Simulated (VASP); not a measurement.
# Sn (C2/c) in VASP: notebook

Runs on Sn. Level: LDA. Tasks: single point.

Program: VASP 6.6.1. These are calculated values, not measurements. Logs are shortened: lines on timing, memory, paths and dates and some standing lists are left out, and cuts for length are marked.

## Step 1: The cell of the first run

The typed cell holds 2 atoms: a = 4.387 Å, b = 4.387 Å, c = 4.384 Å, α = 97.23°, β = 97.23°, γ = 138.40°.

## Step 2: Single point, LDA

The input, INCAR:

```
ALGO = Normal
EDIFF = 1E-6
ENCUT = 520
GGA = CA
ISIF = 2
ISMEAR = -1
LASPH = T
LCHARG = F
LREAL = F
LWAVE = F
NBANDS = 21
NELM = 100
PREC = Accurate
SIGMA = 0.1
```

The input, KPOINTS:

```
k-points
0
Gamma
  2 2 1
```

The input, POSCAR:

```
Sn
1.0
   -2.8994216605      2.9008009606      1.5581694818
    2.9008009606     -2.8994216605      1.5581694818
    2.8985835788      2.8985835788     -1.5556411493
Sn
2
Direct
    0.0000164062      0.9999835938      0.0000000000
    0.7499835938      0.2500164062      0.5000000000
```

Potentials or basis: VASP PAW LDA potentials, release 64 (Sn_d).

Command:

```console
$ cat potpaw_LDA.64/Sn_d/POTCAR > POTCAR
$ mpirun -np 1 vasp_std > vasp.out
```

OUTCAR:

```text
EDIFF = 1E-6
   ENCUT = 520
   GGA = CA
   ISIF = 2
   ISMEAR = -1
   LASPH = T
   LREAL = F
   NELM = 100
   PREC = Accurate

 ion  position               nearest neighbor table
   1  0.000  1.000  0.000-   2 3.00   2 3.00   2 3.00   2 3.00   2 3.72   2 3.72   2 3.73   2 3.73

   2  0.750  0.250  0.500-   1 3.00   1 3.00   1 3.00   1 3.00   1 3.72   1 3.72   1 3.73   1 3.73

  LATTYP: Found a base centered monoclinic cell.
 ALAT       =     3.1163395741
 B/A-ratio  =     2.6321757628
 C/A-ratio  =     1.4069300504
 COS(beta)  =    -0.3542216887

  Lattice vectors:

 A1 = (  -2.8994216605,   2.9008009606,   1.5581694818)
 A2 = (   2.9008009606,  -2.8994216605,   1.5581694818)
 A3 = (   2.8985835788,   2.8985835788,  -1.5556411493)

Analysis of symmetry for initial positions (statically):
=====================================================================
 Subroutine PRICEL returns:
 Original cell was already a primitive cell.

 Routine SETGRP: Setting up the symmetry group for a
 base centered monoclinic supercell.

 Subroutine GETGRP returns: Found  4 space group operations
 (whereof  2 operations were pure point group operations)
 out of a pool of  4 trial point group operations.

The static configuration has the point symmetry C_2 .
 The point group associated with its full space group is C_2h.

Analysis of symmetry for dynamics (positions and initial velocities):
=====================================================================
 Subroutine PRICEL returns:
 Original cell was already a primitive cell.

 Routine SETGRP: Setting up the symmetry group for a
 base centered monoclinic supercell.

 Subroutine GETGRP returns: Found  4 space group operations
 (whereof  2 operations were pure point group operations)
 out of a pool of  4 trial point group operations.

The dynamic configuration has the point symmetry C_2 .
 The point group associated with its full space group is C_2h.

 Subroutine INISYM returns: Found  4 space group operations
 (whereof  2 operations are pure point group operations),
 and found     1 'primitive' translations

----------------------------------------------------------------------------------------

                                     Primitive cell

  volume of cell :      52.4057

  direct lattice vectors                    reciprocal lattice vectors
[... 52 lines left out ...]
   ions per type =               2
   NGX,Y,Z   is equivalent  to a cutoff of  13.64, 13.64, 13.65 a.u.
   NGXF,Y,Z  is equivalent  to a cutoff of  27.28, 27.28, 27.30 a.u.
 SYSTEM =  unknown system
   PREC   = accura    normal or accurate (medium, high low for compatibility)
   ISTART =      0    job   : 0-new  1-cont  2-samecut
   ICHARG =      2    charge: 1-file 2-atom 10-const
   ISPIN  =      1    spin polarized calculation?
   LNONCOLLINEAR =      F non collinear calculations
   LSORBIT =      F    spin-orbit coupling
   LASPH  =      T    aspherical Exc in radial PAW
   ENCUT  =  520.0 eV  38.22 Ry    6.18 a.u.   8.16  8.16  8.15*2*pi/ulx,y,z
   NELM   =    100;   NELMIN=  2; NELMDL= -5     # of ELM steps
   EDIFF  = 0.1E-05   stopping-criterion for ELM
   LREAL  =      F    real-space projection
[... 7 lines left out ...]
   TEBEG  =    0.0;   TEEND  =   0.0 temperature during run
   PSTRESS=    0.0 pullay stress
   NELECT =      28.0000    total number of electrons
   NUPDOWN=      -1.0000    fix difference up-down
   EMIN   =  10.00;   EMAX   =-10.00  energy-range for DOS
   EFERMI =   0.00;   METHOD = LEGACY
   ISMEAR =    -1;   SIGMA  =   0.10  broadening in eV -4-tet -1-fermi 0-gaus
   EFERMI_NEDOS =   21; number of points for ismear=-14 and -15
   IALGO  =     38    algorithm
   IMIX   =      4    mixing-type and parameters
     AMIX     =   0.40;   BMIX     =  1.00
     AMIX_MAG =   1.60;   BMIX_MAG =  1.00
  volume/ion in A,a.u.               =      26.20       176.83
  Fermi-wavevector in a.u.,A,eV,Ry     =   1.328418  2.510346 24.010122  1.764694
  Thomas-Fermi vector in A             =   2.457657
   LORBIT       =      0    0 simple, 1 ext, 2 COOP (PROOUT), +10 PAW based schemes
   GGA     = CA    functional components
   LHFCALC =     F    Hartree Fock is set to
   AEXX    =    0.0000 exact exchange contribution
   IVDW    =     0    specifies the selected vdW correction
   LEPSILON=     F    determine dielectric tensor
   LRPA    =     F    only Hartree local field effects (RPA)
 non-spin polarized calculation
  energy-cutoff  :      520.00
  volume of cell :       52.41
 maximum number of plane-waves:      1430
 NGX is ok and might be reduce to    36
   NGX = 17   NGY = 17   NGZ = 17

 number of electron      28.0000007 magnetization

 Free energy of the ion-electron system (eV)
  ---------------------------------------------------
  ext. energy  EPLUGINS =         0.00000000
  ---------------------------------------------------
  free energy    TOTEN  =        -7.99945505 eV

  energy without entropy =       -7.99907108  energy(sigma->0) =       -7.99926306

 E-fermi :   7.8580     XC(G=0): -10.6502

 val. band max:        7.0063401972   @ k =   0.5000   0.0000   0.0000
 cond. band min:       8.6974786006   @ k =   0.5000   0.5000   0.0000
 fundamental gap:      1.6911384034
 Fermi energy:         7.8579963383

 k-point     1 :       0.0000    0.0000    0.0000
  band No.  band energies     occupation
      1     -13.2697      2.00000
      2     -13.1459      2.00000
      3     -13.0549      2.00000
      4     -12.9904      2.00000
      5     -12.8556      2.00000
      6     -12.8473      2.00000
[... 61 lines left out ...]
     20      18.2926      0.00000
     21      19.0968      0.00000

------------------------ aborting loop because EDIFF is reached ----------------------------------------

  FORCE on cell =-STRESS in cart. coord.  units (eV):
  Direction    XX          YY          ZZ          XY          YZ          ZX
  --------------------------------------------------------------------------------------
  -------------------------------------------------------------------------------------
  Total        2.7849526      2.7849526      2.2679716     -2.0861450     -2.1531695     -2.1531695
  in kB       85.1432194     85.1432194     69.3377686    -63.7788583    -65.8279699    -65.8279707
  external PRESSURE =      79.8747358 kB  Pullay stress =       0.0000000 kB

 VOLUME and BASIS-vectors are now :
 -----------------------------------------------------------------------------
  energy-cutoff  :      520.00
  volume of cell :       52.41
      direct lattice vectors                 reciprocal lattice vectors
    -2.899421660  2.900800961  1.558169482    -0.000114965  0.172292210  0.320813149
     2.900800961 -2.899421660  1.558169482     0.172292210 -0.000114965  0.320813149
     2.898583579  2.898583579 -1.555641149     0.172457079  0.172457079 -0.000152660

 POSITION                                       TOTAL-FORCE (eV/Angst)
 -----------------------------------------------------------------------------------
      2.90071     -2.89933      1.55817        -0.262170      0.262170      0.000000
      0.00002      2.89994      0.78035         0.262170     -0.262170     -0.000000
 -----------------------------------------------------------------------------------
    total drift:                               -0.000000     -0.000000     -0.000000

  FREE ENERGIE OF THE ION-ELECTRON SYSTEM (eV)
  ---------------------------------------------------
  free  energy   TOTEN  =        -7.9994550520 eV

  energy  without entropy=       -7.9990710766  energy(sigma->0) =       -7.99926306
```

stdout:

```text
POSCAR found type information on POSCAR Sn
 POSCAR found :  1 types and       2 ions
 scaLAPACK will be used
 LDA part: xc-table for (Slater(with rela. corr.)+CA(PZ))
 , standard interpolation
 POSCAR, INCAR and KPOINTS ok, starting setup
 FFT: planning ... GRIDC
 FFT: planning ... GRID_SOFT
 FFT: planning ... GRID
 WAVECAR not read
 entering main loop
```

Run time: 12 s. Hardware: 1 thread of Intel Xeon 8259CL, shared host; peak memory 0.16 GiB.

What came out:

```
Free energy            : -7.9995 eV
Pressure               : 8.0 GPa
Largest force          : 0.371 eV/Å
Band gap on the k mesh : zero (bands 14 and 15 overlap by 1.72 eV)
```

Forces on the atoms (eV/Å):
```
Sn  -0.262  0.262  0.000
Sn   0.262 -0.262  0.000
```

Stress tensor (GPa, compression positive):
```
 8.51 -6.38 -6.58
-6.38  8.51 -6.58
-6.58 -6.58  6.93
```

Caveat: the k points lie up to 1.53 Å⁻¹ apart, too coarse for converged energies and pressures of a metal; spin-orbit coupling is left out, which moves the levels of the heavy elements.

## Step 3: Single point, LDA

The input, INCAR:

```
SYSTEM = Sn
PREC = Accurate ; ENCUT = 520
EDIFF = 1E-6 ; ISMEAR = -1
SIGMA = 0.1 ; LREAL = .FALSE.
LASPH = .TRUE. ; NELM = 100
ALGO = Normal ; ISIF = 2
LWAVE = .FALSE. ; LCHARG = .TRUE.
LELF = .TRUE. ; LVHAR = .TRUE.
NBANDS = 21
```

The input, KPOINTS:

```
Automatic mesh
0
G
  3 3 2
  0 0 0
```

POSCAR is that of step 2.

Potentials or basis: VASP PAW LDA potentials, release 64 (Sn_d).

Command:

```console
$ cat potpaw_LDA.64/Sn_d/POTCAR > POTCAR
$ mpirun -np 1 vasp_std > vasp.out
```

Run time: 24 s. Hardware: 1 thread of Intel Xeon 8259CL, shared host; peak memory 0.16 GiB.

The run converged. Its results:

```
Free energy            : -8.7233 eV
Pressure               : -1.0 GPa
Largest force          : 0.284 eV/Å
Band gap on the k mesh : zero (bands 14 and 15 overlap by 2.30 eV)
```

Forces in eV/Å, atoms in the order of the input:
```
Sn   0.201 -0.201  0.000
Sn  -0.201  0.201  0.000
```

Stress tensor (GPa, compression positive):
```
-4.05  3.75 -1.17
 3.75 -4.05 -1.17
-1.17 -1.17  5.19
```

Levels at points of the mesh, in eV from the Fermi level:
| k point | band 10 | band 11 | band 12 | band 13 | band 14 | band 15 | band 16 | band 17 | band 18 | band 19 |
| --- | --- | --- | --- | --- | --- | --- | --- | --- | --- | --- |
| (0.00, 0.00, 0.00) | -21.24 | -11.57 | -3.93 | -2.27 | -2.26 | 2.84 | 6.06 | 6.07 | 7.07 | 7.16 |
| (0.00, 0.00, 0.50) | -21.37 | -9.29 | -9.29 | 0.37 | 0.37 | 1.37 | 1.37 | 6.18 | 6.18 | 9.90 |

Caveat: the k points lie up to 0.77 Å⁻¹ apart, too coarse for converged energies and pressures of a metal; spin-orbit coupling is left out, which moves the levels of the heavy elements.

The gap in the log of VASP goes by the Fermi energy; the results here count the filled bands.